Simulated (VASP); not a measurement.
# Ta2N in VASP: notebook

The runs below take Ta2N through single point, with PBE.

Everything below comes from runs of VASP 6.6.1. Logs are shortened: lines on timing, memory, paths and dates and some standing lists are left out, and cuts for length are marked.

## (1) The cell of the first run

It takes space group P-3m1 (No. 164, trigonal). Conventional cell: a = 3.101 Å, b = 3.101 Å, c = 4.882 Å, α = 90.00°, β = 90.00°, γ = 120.00°. Ta (site symmetry 3m) has 3 N at 2.18 Å and 12 Ta at 2.99 to 3.10 Å within 3.2 Å. Within 2.9 Å of N (site symmetry -3m) lie 6 Ta at 2.18 Å.

## (2) Single point, PBE

The input, INCAR:

```
SYSTEM = Ta2N
ALGO     = Normal         ! electronic algorithm
EDIFF    = 1E-7           ! SCF threshold, eV
ENCUT    = 520            ! plane-wave cutoff, eV
GGA      = PE             ! functional
ISIF     = 2              ! what is computed and relaxed
ISMEAR   = 0              ! smearing method
LASPH    = .True.         ! aspherical terms in the spheres
LCHARG   = .False.        ! write CHGCAR
LREAL    = .False.        ! projectors in reciprocal space
LWAVE    = .False.        ! write WAVECAR
NBANDS   = 20             ! bands
NELM     = 60             ! most SCF steps
PREC     = Accurate       ! precision mode
SIGMA    = 0.15           ! smearing width, eV
```

The input, KPOINTS:

```
k-points
0
Gamma
  18 18 10
  0 0 0
```

The input, POSCAR:

```
Ta2N
1.0
    3.1011400595      0.0000000000      0.0000000000
   -1.5505700297      2.6856660722      0.0000000000
    0.0000000000      0.0000000000      4.8818900388
Ta N
2 1
Direct
    0.6666666667      0.3333333333      0.7449050326
    0.3333333333      0.6666666667      0.2550949674
    0.0000000000      0.0000000000      0.0000000000
```

Potentials or basis: VASP PAW PBE potentials, release 64 (Ta_pv, N).

Launch:

```
$ cat potpaw_PBE.64/Ta_pv/POTCAR potpaw_PBE.64/N/POTCAR > POTCAR
$ mpirun -np 1 vasp_std > vasp.out
```

OUTCAR:

```text
SYSTEM = Ta2N
   EDIFF = 1E-7
   ENCUT = 520
   GGA = PE
   ISIF = 2
   ISMEAR = 0
   LASPH = .True.
   LREAL = .False.
   NELM = 60
   PREC = Accurate

 ion  position               nearest neighbor table
   1  0.667  0.333  0.745-   3 2.18   3 2.18   3 2.18   2 2.99   2 2.99   2 2.99   2 3.07   2 3.07
                             2 3.07
   2  0.333  0.667  0.255-   3 2.18   3 2.18   3 2.18   1 2.99   1 2.99   1 2.99   1 3.07   1 3.07
                             1 3.07
   3  0.000  0.000  0.000-   1 2.18   2 2.18   2 2.18   1 2.18   1 2.18   2 2.18

  LATTYP: Found a hexagonal cell.
 ALAT       =     3.1011400595
 C/A-ratio  =     1.5742242998

  Lattice vectors:

 A1 = (   3.1011400595,   0.0000000000,   0.0000000000)
 A2 = (  -1.5505700297,   2.6856660722,   0.0000000000)
 A3 = (   0.0000000000,   0.0000000000,   4.8818900388)

Analysis of symmetry for initial positions (statically):
=====================================================================
 Subroutine PRICEL returns:
 Original cell was already a primitive cell.

 Routine SETGRP: Setting up the symmetry group for a
 hexagonal supercell.

 Subroutine GETGRP returns: Found 12 space group operations
 (whereof 12 operations were pure point group operations)
 out of a pool of 24 trial point group operations.

The static configuration has the point symmetry D_3d.

Analysis of symmetry for dynamics (positions and initial velocities):
=====================================================================
 Subroutine PRICEL returns:
 Original cell was already a primitive cell.

 Routine SETGRP: Setting up the symmetry group for a
 hexagonal supercell.

 Subroutine GETGRP returns: Found 12 space group operations
 (whereof 12 operations were pure point group operations)
 out of a pool of 24 trial point group operations.

The dynamic configuration has the point symmetry D_3d.

 Subroutine INISYM returns: Found 12 space group operations
 (whereof 12 operations are pure point group operations),
 and found     1 'primitive' translations

----------------------------------------------------------------------------------------

                                     Primitive cell

  volume of cell :      40.6594

  direct lattice vectors                    reciprocal lattice vectors
     3.101140060  0.000000000  0.000000000     0.322462056  0.186173555  0.000000000
    -1.550570030  2.685666072  0.000000000     0.000000000  0.372347110  0.000000000
     0.000000000  0.000000000  4.881890039     0.000000000  0.000000000  0.204838698

  length of vectors
     3.101140060  3.101140059  4.881890039     0.372347110  0.372347110  0.204838698

  position of ions in fractional coordinates (direct lattice)
     0.666666667  0.333333333  0.744905033
     0.333333333  0.666666667  0.255094967
     0.000000000  0.000000000  0.000000000

  ion indices of the primitive-cell ions
   primitive index   ion index
                 1           1
                 2           2
                 3           3

----------------------------------------------------------------------------------------

 KPOINTS: k-points

Automatic generation of k-mesh.
 Grid dimensions read from file:
 generate k-points for:   18   18   10

 Generating k-lattice:

  Cartesian coordinates                     Fractional coordinates (reciprocal lattice)
     0.017914559  0.010342975  0.000000000     0.055555556 -0.000000000  0.000000000
     0.000000000  0.020685951  0.000000000     0.000000000  0.055555556  0.000000000
     0.000000000  0.000000000  0.020483870     0.000000000  0.000000000  0.100000000

  Length of vectors
     0.020685951  0.020685951  0.020483870

  Shift w.r.t. Gamma in fractional coordinates (k-lattice)
     0.000000000  0.000000000  0.000000000

 Subroutine IBZKPT returns following result:
 ===========================================

 Found    330 irreducible k-points:

 Following reciprocal coordinates:
            Coordinates               Weight
  0.000000  0.000000  0.000000      1.000000
  0.055556 -0.000000  0.000000      6.000000
  0.111111 -0.000000  0.000000      6.000000
  0.166667 -0.000000  0.000000      6.000000
  0.222222 -0.000000  0.000000      6.000000
  0.277778  0.000000  0.000000      6.000000
[... 16 lines left out ...]
  0.333333  0.111111  0.000000     12.000000
  0.388889  0.111111  0.000000     12.000000
 [... further k-points ...]
   k-points           NKPTS =    330   k-points in BZ     NKDIM =    330   number of bands    NBANDS=     20
   number of dos      NEDOS =    301   number of ions     NIONS =      3
   total plane-waves  NPLWV =  20736
   dimension x,y,z NGX =    24 NGY =   24 NGZ =   36
   dimension x,y,z NGXF=    48 NGYF=   48 NGZF=   72
   ions per type =               2   1
   NGX,Y,Z   is equivalent  to a cutoff of  12.87, 12.87, 12.26 a.u.
   NGXF,Y,Z  is equivalent  to a cutoff of  25.73, 25.73, 24.52 a.u.
 SYSTEM =  Ta2N
   PREC   = accura    normal or accurate (medium, high low for compatibility)
   ISTART =      0    job   : 0-new  1-cont  2-samecut
   ICHARG =      2    charge: 1-file 2-atom 10-const
   ISPIN  =      1    spin polarized calculation?
   LNONCOLLINEAR =      F non collinear calculations
   LSORBIT =      F    spin-orbit coupling
   LASPH  =      T    aspherical Exc in radial PAW
   ENCUT  =  520.0 eV  38.22 Ry    6.18 a.u.   5.77  5.77  9.08*2*pi/ulx,y,z
   NELM   =     60;   NELMIN=  2; NELMDL= -5     # of ELM steps
   EDIFF  = 0.1E-06   stopping-criterion for ELM
   LREAL  =      F    real-space projection
   EDIFFG = 0.1E-05   stopping-criterion for IOM
   NSW    =      0    number of steps for IOM
   IBRION =     -1    ionic relax: 0-MD 1-quasi-New 2-CG
   NFREE  =      0    steps in history (QN), initial steepest desc. (CG)
   ISIF   =      2    stress and relaxation
   ISYM   =      2    0-nonsym 1-usesym 2-fastsym
   POTIM  = 0.5000    time-step for ionic-motion
   TEBEG  =    0.0;   TEEND  =   0.0 temperature during run
   PSTRESS=    0.0 pullay stress
   NELECT =      27.0000    total number of electrons
   NUPDOWN=      -1.0000    fix difference up-down
   EMIN   =  10.00;   EMAX   =-10.00  energy-range for DOS
   EFERMI =   0.00;   METHOD = LEGACY
   ISMEAR =     0;   SIGMA  =   0.15  broadening in eV -4-tet -1-fermi 0-gaus
   EFERMI_NEDOS =   21; number of points for ismear=-14 and -15
   IALGO  =     38    algorithm
   IMIX   =      4    mixing-type and parameters
     AMIX     =   0.40;   BMIX     =  1.00
     AMIX_MAG =   1.60;   BMIX_MAG =  1.00
  volume/ion in A,a.u.               =      13.55        91.46
  Fermi-wavevector in a.u.,A,eV,Ry     =   1.428266  2.699031 27.755102  2.039942
  Thomas-Fermi vector in A             =   2.548346
   LORBIT       =      0    0 simple, 1 ext, 2 COOP (PROOUT), +10 PAW based schemes
   GGA     = PE    functional components
   LHFCALC =     F    Hartree Fock is set to
   AEXX    =    0.0000 exact exchange contribution
   IVDW    =     0    specifies the selected vdW correction
   LEPSILON=     F    determine dielectric tensor
   LRPA    =     F    only Hartree local field effects (RPA)
 non-spin polarized calculation
 Gauss-broadening in eV      SIGMA  =   0.15
  energy-cutoff  :      520.00
  volume of cell :       40.66
 maximum number of plane-waves:      1112
   NGX = 11   NGY = 11   NGZ = 19

 number of electron      26.9999997 magnetization

 Free energy of the ion-electron system (eV)
  ---------------------------------------------------
  ext. energy  EPLUGINS =         0.00000000
  ---------------------------------------------------
  free energy    TOTEN  =       -34.39076652 eV

  energy without entropy =      -34.37674158  energy(sigma->0) =      -34.38375405

 E-fermi :   7.5096     XC(G=0): -12.8739

 val. band max:        7.5082636464   @ k =   0.2778   0.2778   0.5000
 cond. band min:       7.5116972952   @ k =   0.3333   0.2778   0.5000
 fundamental gap:      0.0034336488
 Fermi energy:         7.5096329949

 k-point     1 :       0.0000    0.0000    0.0000
  band No.  band energies     occupation
      1     -28.1739      2.00000
      2     -27.4433      2.00000
      3     -27.4433      2.00000
      4     -27.3200      2.00000
      5     -27.3200      2.00000
      6     -27.2143      2.00000
[... 12 lines left out ...]
     19       8.6657      0.00000
     20      12.4580      0.00000

 k-point     2 :       0.0556   -0.0000    0.0000
  band No.  band energies     occupation
      1     -28.1646      2.00000
      2     -27.4623      2.00000
      3     -27.4502      2.00000
      4     -27.3393      2.00000
      5     -27.3215      2.00000
      6     -27.2177      2.00000
[... 12 lines left out ...]
     19       8.9221      0.00000
     20      12.4758      0.00000

 k-point     3 :       0.1111   -0.0000    0.0000
  band No.  band energies     occupation
      1     -28.1372      2.00000
      2     -27.5172      2.00000
      3     -27.4694      2.00000
      4     -27.3938      2.00000
      5     -27.3265      2.00000
      6     -27.2280      2.00000
[... 12 lines left out ...]
     19       9.5649      0.00000
     20      12.4141      0.00000

 k-point     4 :       0.1667   -0.0000    0.0000
  band No.  band energies     occupation
      1     -28.0935      2.00000
      2     -27.6014      2.00000
      3     -27.4975      2.00000
      4     -27.4745      2.00000
      5     -27.3353      2.00000
      6     -27.2459      2.00000
[... 429 lines left out ...]
 k-point    23 :       0.3333    0.1111    0.0000
  band No.  band energies     occupation
      1     -27.9973      2.00000
      2     -27.8270      2.00000
      3     -27.7997      2.00000
      4     -27.6405      2.00000
      5     -27.4337      2.00000
      6     -27.4009      2.00000
[... 12 lines left out ...]
     19      12.1193      0.00000
     20      12.5155      0.00000

 k-point    24 :       0.3889    0.1111    0.0000
  band No.  band energies     occupation
      1     -28.0466      2.00000
      2     -27.8546      2.00000
      3     -27.7471      2.00000
      4     -27.6671      2.00000
      5     -27.4442      2.00000
      6     -27.4395      2.00000
[... 12 lines left out ...]
     19      12.1587      0.00000
     20      12.3241      0.00000

 [... further k-points ...]

------------------------ aborting loop because EDIFF is reached ----------------------------------------

  FORCE on cell =-STRESS in cart. coord.  units (eV):
  Direction    XX          YY          ZZ          XY          YZ          ZX
  --------------------------------------------------------------------------------------
  -------------------------------------------------------------------------------------
  Total        0.1132597      0.1132597      0.1072910      0.0000000      0.0000000     -0.0000000
  in kB        4.4629758      4.4629758      4.2277801      0.0000000      0.0000000     -0.0000000
  external PRESSURE =       4.3845773 kB  Pullay stress =       0.0000000 kB

 VOLUME and BASIS-vectors are now :
 -----------------------------------------------------------------------------
  energy-cutoff  :      520.00
  volume of cell :       40.66
      direct lattice vectors                 reciprocal lattice vectors
     3.101140060  0.000000000  0.000000000     0.322462056  0.186173555  0.000000000
    -1.550570030  2.685666072  0.000000000     0.000000000  0.372347110  0.000000000
     0.000000000  0.000000000  4.881890039     0.000000000  0.000000000  0.204838698

 POSITION                                       TOTAL-FORCE (eV/Angst)
 -----------------------------------------------------------------------------------
      1.55057      0.89522      3.63654        -0.000000     -0.000000     -0.039135
     -0.00000      1.79044      1.24535         0.000000      0.000000      0.039135
      0.00000      0.00000      0.00000        -0.000000      0.000000     -0.000000
 -----------------------------------------------------------------------------------
    total drift:                                0.000000     -0.000000      0.000000

  FREE ENERGIE OF THE ION-ELECTRON SYSTEM (eV)
  ---------------------------------------------------
  free  energy   TOTEN  =       -34.3907665229 eV

  energy  without entropy=      -34.3767415830  energy(sigma->0) =      -34.38375405
```

Wall time 3.2 min (1 thread of Intel Xeon Platinum 8259CL at 2.50GHz (Skylake/Cascade Lake), shared host); peak memory 0.35 GiB.

Results:

- Free energy: -34.3908 eV
- Pressure: 0.4 GPa
- Largest force: 0.039 eV/Å
- Band gap on the k mesh: zero (an odd number of electrons rules out a gap without spin polarisation)

Forces in eV/Å, atoms in the order of the input:
```
Ta   0.000  0.000 -0.039
Ta   0.000  0.000  0.039
N    0.000  0.000  0.000
```

Caveat: spin-orbit coupling is left out, which moves the levels of the heavy elements.

## (3) Single point, PBE (atoms moved at random and the cell strained at random)

The input, INCAR:

```
PREC = Accurate
ENCUT = 520
EDIFF = 1E-6
ISMEAR = 0
SIGMA = 0.1
LREAL = F
LASPH = T
NELM = 80
ALGO = Normal
ISIF = 2
LWAVE = F
LCHARG = F
GGA = PE
NBANDS = 20
```

The input, KPOINTS:

```
Automatic mesh
0
Gamma
  14 14 8
```

The input, POSCAR:

```
Ta2N
1.0
    3.2408623711     -0.0143814202     -0.0084047261
   -1.6328858607      2.8217316397     -0.0092767227
   -0.0131485707     -0.0243492050      5.0714037190
Ta N
2 1
Direct
    0.6686252094      0.3404628970      0.7452684654
    0.3368847445      0.6566919545      0.2519983858
   -0.0055118086      0.0028414390      0.0027331488
```

Potentials or basis: VASP PAW PBE potentials, release 64 (Ta_pv, N).

Launch:

```
$ cat potpaw_PBE.64/Ta_pv/POTCAR potpaw_PBE.64/N/POTCAR > POTCAR
$ mpirun -np 1 vasp_std > vasp.out
```

Run time: 15 min. Hardware: 1 thread of AMD EPYC 7R43 (Zen 3), shared host; peak memory 0.65 GiB.

The run converged. Its results:

```
Free energy            : -33.8616 eV
Pressure               : -26.7 GPa
Largest force          : 0.554 eV/Å
Band gap on the k mesh : zero (an odd number of electrons rules out a gap without spin polarisation)
```

Forces in eV/Å, atoms in the order of the input:
```
Ta  -0.090 -0.031  0.546
Ta  -0.124  0.113 -0.353
N    0.214 -0.082 -0.194
```

Stress tensor (GPa, compression positive):
```
-26.47   0.65   0.18
  0.65 -26.97   0.98
  0.18   0.98 -26.79
```

Levels at points of the mesh, in eV from the Fermi level:
| k point | band 10 | band 11 | band 12 | band 13 | band 14 | band 15 | band 16 | band 17 |
| --- | --- | --- | --- | --- | --- | --- | --- | --- |
| (0.00, 0.00, 0.00) | -5.39 | -4.92 | -0.61 | -0.21 | -0.15 | 0.08 | 0.34 | 0.35 |
| (0.50, 0.00, 0.00) | -5.79 | -3.86 | -2.41 | -1.34 | 1.46 | 1.69 | 3.04 | 3.16 |
| (0.00, 0.50, 0.00) | -5.66 | -3.90 | -2.42 | -1.42 | 1.33 | 1.55 | 3.06 | 3.26 |
| (0.50, 0.50, 0.00) | -5.75 | -3.85 | -2.41 | -1.46 | 1.55 | 1.64 | 3.00 | 3.19 |
| (0.00, 0.00, 0.50) | -5.51 | -2.59 | -2.49 | -1.01 | -0.88 | 1.17 | 1.46 | 1.86 |
| (0.50, 0.00, 0.50) | -5.59 | -2.88 | -2.06 | -2.01 | -0.12 | 0.59 | 2.69 | 2.92 |
| (0.00, 0.50, 0.50) | -5.47 | -2.97 | -2.05 | -1.96 | -0.33 | 0.67 | 2.66 | 2.85 |
| (0.50, 0.50, 0.50) | -5.57 | -2.87 | -2.12 | -2.04 | -0.05 | 0.66 | 2.65 | 3.01 |

Caveat: the cell differs from its parent crystal (atoms moved at random and the cell strained at random); the cell stands under tension; spin-orbit coupling is left out, which moves the levels of the heavy elements.
